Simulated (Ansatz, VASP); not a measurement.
# Two plane-wave programs on Al2O3

Contents of INCAR:

```
ALGO = Normal ; EDIFF = 1E-7
EDIFFG = -0.01 ; ENCUT = 600
GGA = PE ; IBRION = 2
ISIF = 3 ; ISMEAR = 0
LASPH = T ; LCHARG = F
LREAL = F ; LWAVE = F
NELM = 80 ; NSW = 100
PREC = Accurate ; SIGMA = 0.02
```

The input KPOINTS:

```
k-points
0
Gamma
  6 6 6
```

File POSCAR:

```
Al2O3
1.0
    2.4025135000      1.3870918800      4.3720846200
   -2.4025135000      1.3870918800      4.3720846200
    0.0000000000     -2.7741837500      4.3720846200
Al O
4 6
Direct
    0.1479039900      0.1479039900      0.1479039900
    0.3520959900      0.3520959900      0.3520959900
    0.6479039800      0.6479039800      0.6479039800
    0.8520960200      0.8520960200      0.8520960200
    0.9438545100      0.5561454900      0.2500000000
    0.4438545100      0.7500000000      0.0561455000
    0.5561454900      0.2500000000      0.9438545100
    0.2500000000      0.9438545100      0.5561454900
    0.7500000000      0.0561455000      0.4438545100
    0.0561455000      0.4438545100      0.7500000000
```

Input for Ansatz:

```yaml
crystal:
  lattice:
    - [2.4025135, 1.38709188, 4.37208462]
    - [-2.4025135, 1.38709188, 4.37208462]
    - [0.0, -2.77418375, 4.37208462]
  atoms:
    - { symbol: Al, position: [0.14790399, 0.14790399, 0.14790399] }
    - { symbol: Al, position: [0.35209599, 0.35209599, 0.35209599] }
    - { symbol: Al, position: [0.64790398, 0.64790398, 0.64790398] }
    - { symbol: Al, position: [0.85209602, 0.85209602, 0.85209602] }
    - { symbol: O, position: [0.94385451, 0.55614549, 0.25] }
    - { symbol: O, position: [0.44385451, 0.75, 0.0561455] }
    - { symbol: O, position: [0.55614549, 0.25, 0.94385451] }
    - { symbol: O, position: [0.25, 0.94385451, 0.55614549] }
    - { symbol: O, position: [0.75, 0.0561455, 0.44385451] }
    - { symbol: O, position: [0.0561455, 0.44385451, 0.75] }
basis:
  ecutwfc: 420
kpoints:
  mp_grid: { grid: [6, 6, 6] }
hamiltonian:
  xc: pbe
scf:
  occupations: { method: gaussian, width: 0.02 }
output:
  forces: true
  stress: true
  eigenvalues: true
  write_density: true
  write_potential: true
  elf: true
  volumetric_format: npy
relax:
  adjacent_minimum: "off"
  f_tol: 0.01
  max_steps: 80
  cell: { stress_tol: 0.05 }
```

Alike in both runs: task relaxation of cell and atoms; functional PBE; k mesh 6 × 6 × 6; occupations gaussian, width 0.02 eV; no spin polarisation.

|  | VASP | Ansatz |
| --- | --- | --- |
| version | VASP 6.6.1 | Ansatz 0.2.0 |
| potentials or method | VASP PAW PBE potentials, release 64 (Al, O), cutoff 600 eV | scalar-relativistic, plane waves, PAW |
| valence electrons in the cell | 48 | 48 |

```tsv
	VASP	Ansatz	Ansatz less VASP
gap on the k mesh at the Fermi level, each at its own relaxed structure (eV)	5.87	5.85	-0.021
relaxed volume (Å³/atom)	8.74	8.76	+0.018
relaxed length of the cell vector where the two differ most in proportion (Å)	5.177	5.181	+0.0040
```

Ansatz's warnings: structure snapped to symmetry.
